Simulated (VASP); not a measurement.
# Cu (I4/mmm) in VASP: a series of runs, part 2 of 2

VASP 6.6.1. Earlier steps stand in the parts before.

**3. Single point, PBE (13.85 Å³/atom)**

INCAR

```
SYSTEM = Cu
PREC     = Accurate       ! precision mode
ENCUT    = 520            ! plane-wave cutoff, eV
EDIFF    = 1E-6           ! SCF threshold, eV
ISMEAR   = 0              ! smearing method
SIGMA    = 0.15           ! smearing width, eV
LREAL    = .FALSE.        ! projectors in reciprocal space
LASPH    = .TRUE.         ! aspherical terms in the spheres
NELM     = 80             ! most SCF steps
ALGO     = Fast           ! electronic algorithm
ISIF     = 2              ! what is computed and relaxed
LWAVE    = .FALSE.        ! write WAVECAR
LCHARG   = .FALSE.        ! write CHGCAR
GGA      = PE             ! functional
NBANDS   = 12             ! bands
```

KPOINTS

```
Automatic mesh
0
G
  24 24 24
  0 0 0
```

POSCAR

```
Cu
1.0
    0.0000000000      2.2246546762      1.3997527222
    2.2246546762      0.0000000000      1.3997527222
    2.2246546762      2.2246546762      0.0000000000
Cu
1
Direct
    0.0000000000      0.0000000000      0.0000000000
```

Potentials or basis: VASP PAW PBE potentials, release 64 (Cu).

The run is started by

```
cat potpaw_PBE.64/Cu/POTCAR > POTCAR
mpirun -np 1 vasp_std > vasp.out
```

Run time: 90 s. Hardware: 1 thread of Intel Xeon 6975P-C (Granite Rapids), shared host; peak memory 0.27 GiB.

It converged, with:

```yaml
Free_energy: -3.6103 eV
Pressure: -12.5 GPa
Band_gap_on_the_k_mesh: zero (an odd number of electrons rules out a gap without spin polarisation)
```

Levels at points of the mesh, in eV from the Fermi level:
| k point | band 3 | band 4 | band 5 | band 6 | band 7 | band 8 | band 9 | band 10 |
| --- | --- | --- | --- | --- | --- | --- | --- | --- |
| (0.00, 0.00, 0.00) | -2.50 | -2.50 | -2.11 | -1.71 | 21.63 | 21.63 | 24.74 | 25.33 |
| (0.50, 0.00, 0.00) | -1.91 | -1.58 | -1.30 | 0.10 | 4.00 | 14.81 | 15.30 | 18.73 |
| (0.50, 0.50, 0.00) | -1.45 | -1.45 | -1.36 | 6.27 | 6.27 | 10.34 | 11.32 | 11.46 |
| (0.50, 0.00, 0.50) | -2.18 | -1.87 | -1.33 | -0.68 | 2.83 | 17.87 | 18.29 | 21.41 |

Caveat: the cell stands under tension.

**4. Single point, PBE (10.67 Å³/atom)**

This run uses another cell than the first one, of 10.67 Å³/atom.

INCAR

```
SYSTEM = Cu
PREC     = Accurate       ! precision mode
ENCUT    = 520            ! plane-wave cutoff, eV
EDIFF    = 1E-6           ! SCF threshold, eV
ISMEAR   = 0              ! smearing method
SIGMA    = 0.15           ! smearing width, eV
LREAL    = .FALSE.        ! projectors in reciprocal space
LASPH    = .TRUE.         ! aspherical terms in the spheres
NELM     = 60             ! most SCF steps
ALGO     = Normal         ! electronic algorithm
ISIF     = 2              ! what is computed and relaxed
LWAVE    = .FALSE.        ! write WAVECAR
LCHARG   = .TRUE.         ! write CHGCAR
GGA      = PE             ! functional
LELF     = .TRUE.         ! ELF
LVHAR    = .TRUE.       
NBANDS   = 12             ! bands
```

KPOINTS is that of step 3.

POSCAR

```
Cu
1.0
    0.0000000000      1.7928944383      1.6596823815
    1.7928944383      0.0000000000      1.6596823815
    1.7928944383      1.7928944383      0.0000000000
Cu
1
Direct
    0.0000000000      0.0000000000      0.0000000000
```

The run is started by

```
cat potpaw_PBE.64/Cu/POTCAR > POTCAR
mpirun -np 1 vasp_std > vasp.out
```

Wall time 58 s (1 thread of Intel Xeon 6975P-C (Granite Rapids), shared host); peak memory 0.24 GiB.

Results (log left out):

```
Free energy            : -3.6403 eV
Pressure               : 22.1 GPa
Band gap on the k mesh : zero (an odd number of electrons rules out a gap without spin polarisation)
```

Stress tensor (GPa, compression positive):
```
20.71  0.00  0.00
 0.00 20.71  0.00
 0.00  0.00 24.81
```

Levels at points of the mesh, in eV from the Fermi level:
```csv
k point,band 3,band 4,band 5,band 6,band 7,band 8,band 9,band 10
"(0.00, 0.00, 0.00)",-3.51,-3.12,-2.66,-2.25,23.49,26.66,26.66,27.30
"(0.50, 0.00, 0.00)",-3.21,-1.87,-1.68,-1.32,4.29,21.16,22.38,25.49
"(0.50, 0.50, 0.00)",-1.79,-1.59,-1.59,2.67,9.27,12.59,12.59,17.57
"(0.50, 0.00, 0.50)",-1.81,-1.75,-1.49,0.81,7.12,14.59,14.59,19.23
```

Caveat: the cell stands under pressure.

**5. Single point, PBE (11.31 Å³/atom)**

This run uses another cell than the first one, of 11.31 Å³/atom.

INCAR, as its differences from that of step 4:

```diff
@@ -8,3 +8,3 @@
 LASPH    = .TRUE.         ! aspherical terms in the spheres
-NELM     = 60             ! most SCF steps
+NELM     = 100            ! most SCF steps
 ALGO     = Normal         ! electronic algorithm
@@ -12,6 +12,4 @@
 LWAVE    = .FALSE.        ! write WAVECAR
-LCHARG   = .TRUE.         ! write CHGCAR
+LCHARG   = .FALSE.        ! write CHGCAR
 GGA      = PE             ! functional
-LELF     = .TRUE.         ! ELF
-LVHAR    = .TRUE.       
 NBANDS   = 12             ! bands
```

KPOINTS is that of step 4.

POSCAR

```
Cu
1.0
    0.0000000000      1.6920590437      1.9746329040
    1.6920590437      0.0000000000      1.9746329040
    1.6920590437      1.6920590437      0.0000000000
Cu
1
Direct
    0.0000000000      0.0000000000      0.0000000000
```

The run is started by

```
cat potpaw_PBE.64/Cu/POTCAR > POTCAR
mpirun -np 1 vasp_std > vasp.out
```

Run time: 55 s. Hardware: 1 thread of Intel Xeon 6975P-C (Granite Rapids), shared host; peak memory 0.24 GiB.

The run converged. Its results:

```
Free energy            : -3.6585 eV
Pressure               : 11.1 GPa
Band gap on the k mesh : zero (an odd number of electrons rules out a gap without spin polarisation)
```

Stress tensor (GPa, compression positive):
```
16.54  0.00  0.00
 0.00 16.54  0.00
 0.00  0.00  0.17
```

Levels at points of the mesh, in eV from the Fermi level:
| k point | band 4 | band 5 | band 6 | band 7 | band 8 | band 9 |
| --- | --- | --- | --- | --- | --- | --- |
| (0.00, 0.00, 0.00) | -2.87 | -2.83 | -1.96 | 23.36 | 25.36 | 26.35 |
| (0.50, 0.00, 0.00) | -1.84 | -1.62 | -1.09 | 4.06 | 17.96 | 22.94 |
| (0.50, 0.50, 0.00) | -1.62 | -1.62 | -0.54 | 4.82 | 16.03 | 16.03 |
| (0.50, 0.00, 0.50) | -1.82 | -1.26 | 2.66 | 8.81 | 12.26 | 12.62 |

Caveat: the cell stands under pressure.

**6. Single point, PBE (11.31 Å³/atom)**

This run uses another cell than the first one, of 11.31 Å³/atom.

INCAR

```
PREC = Accurate ; ENCUT = 520
EDIFF = 1E-7 ; ISMEAR = 0
SIGMA = 0.15 ; LREAL = F
LASPH = T ; NELM = 80
ALGO = Normal ; ISIF = 2
LWAVE = F ; LCHARG = F
GGA = PE ; NBANDS = 12
```

KPOINTS

```
regular mesh
0
Gamma
  24 24 24
```

POSCAR

```
Cu
1.0
    0.0000000000      2.0789444939      1.3080718756
    2.0789444939      0.0000000000      1.3080718756
    2.0789444939      2.0789444939      0.0000000000
Cu
1
Direct
    0.0000000000      0.0000000000      0.0000000000
```

Potentials or basis: VASP PAW PBE potentials, release 64 (Cu).

The run is started by

```
cat potpaw_PBE.64/Cu/POTCAR > POTCAR
mpirun -np 1 vasp_std > vasp.out
```

Run time: 62 s. Hardware: 1 thread of Intel Xeon 6975P-C (Granite Rapids), shared host; peak memory 0.24 GiB.

The run converged. Its results:

* Free energy: -3.6680 eV
* Pressure: 10.6 GPa
* Band gap on the k mesh: zero (an odd number of electrons rules out a gap without spin polarisation)

Stress tensor (GPa, compression positive):
```
 9.89  0.00  0.00
 0.00  9.89  0.00
 0.00  0.00 11.98
```

Levels at points of the mesh, in eV from the Fermi level:
```csv
k point,band 4,band 5,band 6,band 7,band 8,band 9
"(0.00, 0.00, 0.00)",-3.06,-2.54,-1.98,23.91,23.91,27.56
"(0.50, 0.00, 0.00)",-1.81,-1.43,-0.35,5.09,16.93,17.06
"(0.50, 0.50, 0.00)",-1.63,-1.50,6.93,6.93,11.64,12.76
"(0.50, 0.00, 0.50)",-2.21,-1.47,-1.29,3.75,20.07,20.69
```

Caveat: the cell stands under pressure.

**7. Summary**

| cell | gap on the mesh (eV) | pressure (GPa) |
| --- | --- | --- |
| a = 2.643, b = 2.643, c = 2.838 Å, angles 57.5, 57.5, 65.0°, 1 atom | none | -12.9 |
| a = 2.628, b = 2.628, c = 3.146 Å, angles 53.2, 53.2, 73.5°, 1 atom | none | -12.5 |
| a = 2.443, b = 2.443, c = 2.536 Å, angles 58.7, 58.7, 62.5°, 1 atom | none | 22.1 |
| a = 2.600, b = 2.600, c = 2.393 Å, angles 62.6, 62.6, 54.8°, 1 atom | none | 11.1 |
| a = 2.456, b = 2.456, c = 2.940 Å, angles 53.2, 53.2, 73.5°, 1 atom | none | 10.6 |

Alike in all rows: task single point; level PBE; potentials or basis VASP PAW PBE potentials, release 64 (Cu); no spin polarisation; k mesh 24 × 24 × 24; cutoff (eV) 520; smearing gaussian 0.15 eV.

Caveats: the cell stands under pressure (at least some runs); the cell stands under tension (at least some runs).

Total energies depend on the potentials used, so only differences within one code and one set of settings carry meaning.
